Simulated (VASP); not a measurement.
SnO, 4 atoms in the cell. The structure is tetragonal, space group P4/nmm (No. 129). The conventional cell has a = 3.799 Å, b = 3.799 Å, c = 4.841 Å, α = 90.00°, β = 90.00°, γ = 90.00°. Sn (site symmetry 4mm) has 4 O at 2.22 Å within 2.9 Å. Within 2.9 Å of O (site symmetry -4m2) lie 4 Sn at 2.22 Å and 4 O at 2.69 Å. 

```yaml
Program: VASP 6.6.1
Task: relaxation of cell and atoms
Functional: PBE
Dispersion: D3(BJ)
Potentials_or_basis: VASP PAW PBE potentials, release 64 (Sn_d, O)
Cutoff: 600 eV
k_mesh: 10 × 10 × 8
Occupations: gaussian, width 0.02 eV
Spin: no spin polarisation
Dipole_correction: no
Further_INCAR_settings: ALGO = Normal; EDIFF = 1e-06; IBRION = 2; EDIFFG = -0.003; NSW = 80; ISIF = 3
```

Potentials or basis: VASP PAW PBE potentials, release 64 (Sn_d, O).

Run with:

```sh
$ cat potpaw_PBE.64/Sn_d/POTCAR potpaw_PBE.64/O/POTCAR > POTCAR
$ mpirun -np 1 vasp_std > vasp.out
```

Hardware: 1 thread of Intel(R) Xeon(R) 6975P-C (Granite Rapids), on a shared host.

How long does it take, and how much memory?

Run time: 13 min on 1 thread of Intel(R) Xeon(R) 6975P-C (Granite Rapids) (shared host), peak memory 0.33 GiB. Counts: scf iterations 113, k points 105, ion steps 16.
